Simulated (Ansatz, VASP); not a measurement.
Ti3O4: VASP beside Ansatz

```
CELL_PARAMETERS angstrom
-2.05004 2.05004 4.04887
2.05004 -2.05004 4.04887
2.05004 2.05004 -4.04887
ATOMIC_POSITIONS crystal
Ti 0.25000 0.75000 0.50000
Ti 0.50000 0.50000 0.00000
Ti 0.75000 0.25000 0.50000
O 0.00000 0.50000 0.50000
O 0.24269 0.24269 0.00000
O 0.50000 0.00000 0.50000
O 0.75731 0.75731 0.00000
```

Alike in both runs: functional PBEsol; k mesh 12 × 12 × 12; occupations gaussian, width 0.1 eV; no spin polarisation.

Ansatz relaxed the structure, and its values are those at the end. VASP's run is a single point on that final structure, the one shown.

```csv
,VASP,Ansatz
version,VASP 6.6.1,Ansatz 0.2.0
potentials or method,"VASP PAW PBE potentials, release 64 (Ti_sv, O), cutoff 520 eV","scalar-relativistic, plane waves, PAW"
valence electrons in the cell,60,60
```

VASP gave:

| Item | Value |
| --- | --- |
| gap on the k mesh at the Fermi level (eV) | none |
| pressure (GPa) | 0.7 |
| rms of the force components (eV/Å) | 0.008 |

Q: Estimate Ansatz's values.

A: gap on the k mesh at the Fermi level (eV): none; pressure (GPa): 0.0; rms of the force components (eV/Å): 0.000.

VASP's potentials were made for PBE, not for PBEsol. A gap of «none» marks a metal or a gap that the smearing closes.
